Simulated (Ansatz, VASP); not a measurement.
## Ru in VASP and in Ansatz

POSCAR

```
Ru
1.0
    2.4914415084      0.0000000000      0.0000000000
    0.0000000000      2.4914415084      0.0000000000
    0.0000000000      0.0000000000      2.4914415084
Ru
1
Direct
    0.0000000000      0.0000000000      0.0000000000
```

INCAR.step1

```
ALGO     = Normal         # electronic algorithm
EDIFF    = 1E-4           # SCF threshold, eV
ENCUT    = 520            # plane-wave cutoff, eV
GGA      = PE             # functional
GGA_COMPAT= F            
ISMEAR   = -1             # smearing method
LASPH    = T              # aspherical terms in the spheres
LCHARG   = F              # write CHGCAR
LMAXMIX  = 4              # l up to which the mixer works
LREAL    = F              # projectors in reciprocal space
LSORBIT  = T              # spin-orbit coupling
LWAVE    = T              # write WAVECAR
MAGMOM   = 0 0 0          # initial moments
NBANDS   = 25             # bands
NELM     = 150            # most SCF steps
PREC     = Accurate       # precision mode
SIGMA    = 0.1            # smearing width, eV
```

The input INCAR.step2:

```
ALGO     = Normal         # electronic algorithm
EDIFF    = 1E-6           # SCF threshold, eV
ENCUT    = 520            # plane-wave cutoff, eV
GGA_COMPAT= F            
ISIF     = 2              # what is computed and relaxed
ISMEAR   = -1             # smearing method
ISTART   = 1            
LASPH    = T              # aspherical terms in the spheres
LCHARG   = F              # write CHGCAR
LMAXMIX  = 4              # l up to which the mixer works
LMIXTAU  = T            
LORBIT   = 11             # projections on sites
LORBMOM  = T            
LREAL    = F              # projectors in reciprocal space
LSORBIT  = T              # spin-orbit coupling
LWAVE    = F              # write WAVECAR
MAGMOM   = 0 0 0          # initial moments
METAGGA  = R2SCAN         # meta-GGA
NBANDS   = 25             # bands
NELM     = 150            # most SCF steps
PREC     = Accurate       # precision mode
SIGMA    = 0.1            # smearing width, eV
```

File KPOINTS:

```
k-points
0
Gamma
  13 13 13
```

Input for Ansatz:

```yaml
crystal:
  lattice:
    - [2.4914415084, 0.0, 0.0]
    - [0.0, 2.4914415084, 0.0]
    - [0.0, 0.0, 2.4914415084]
  atoms:
    - { symbol: Ru, position: [0.0, 0.0, 0.0] }
hamiltonian:
  xc: r2scan
  pseudopotentials:
    kind: paw_fr
    azcp:
      Ru: "pseudopotentials/Ru.paw.azcp"
basis:
  ecutwfc: 500
  fft_grid_basis: typed
kpoints:
  mp_grid: { grid: [13, 13, 13], shift: [0, 0, 0] }
magnetization:
  noncollinear: true
  spin_orbit: true
scf:
  occupations: { method: fermi_dirac, width: 0.1 }
```

Alike in both runs: task single point; functional r2SCAN; k mesh 13 × 13 × 13; occupations fermi-dirac, width 0.1 eV; non-collinear spin, spin-orbit coupling.

|  | VASP | Ansatz |
| --- | --- | --- |
| version | VASP 6.6.1 | Ansatz 0.2.0 |
| potentials or method | VASP PAW PBE potentials, release 64 (Ru_pv), cutoff 520 eV | plane waves (500 eV) with PAW, fully relativistic with spin-orbit coupling |
| valence electrons in the cell | 14 | 16 |

```tsv
	VASP	Ansatz	Ansatz less VASP
net moment per atom (μB)	0.00	0.00	0.000
```

VASP's potentials were made for PBE, not for r2SCAN. The functional is the same, so the differences come from potentials, cutoffs and numerics. VASP's potentials hold 14 valence electrons a cell and Ansatz's 16, so a difference there can come from the potentials and not from the codes.
